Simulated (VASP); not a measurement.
Crystal: Pt.

```xyz
1
Lattice="0.0000 1.9716 1.9716 1.9716 0.0000 1.9716 1.9716 1.9716 0.0000" Properties=species:S:1:pos:R:3 pbc="T T T"
Pt    0.0000    0.0000    0.0000
```

```yaml
Program: VASP 6.6.1
Task: relaxation of cell and atoms
Functional: revPBE
Potentials_or_basis: VASP PAW PBE potentials, release 64 (Pt)
Cutoff: 600 eV
k_mesh: 18 × 18 × 18
Occupations: gaussian, width 0.1 eV
Spin: no spin polarisation
```

At the start: pressure 7.9 GPa; volume 15.33 Å³/atom.

Q: Where does the relaxation end?

A: Over 4 steps the energy falls by 11.4 meV/atom and the volume is 15.81 Å³/atom (+3.1 %); space group Fm-3m (No. 225, to 0.05 Å).

The path:
```csv
step,energy change (eV),largest force (eV/Å),pressure (GPa),volume (Å³)
1,0.0000,0.0000,7.91,15.33
2,0.0513,0.0000,-14.59,17.07
3,-0.0114,0.0000,-0.19,15.82
4,-0.0114,0.0000,-0.02,15.81
```

Final structure:
```
Pt
1.0
     0.00000    1.99193    1.99193
     1.99193    0.00000    1.99193
     1.99193    1.99193    0.00000
Pt
1
Direct
  0.00000 0.00000 0.00000
```

Caveat: the PAW data sets were made with another functional, which shifts forces and pressure a little.
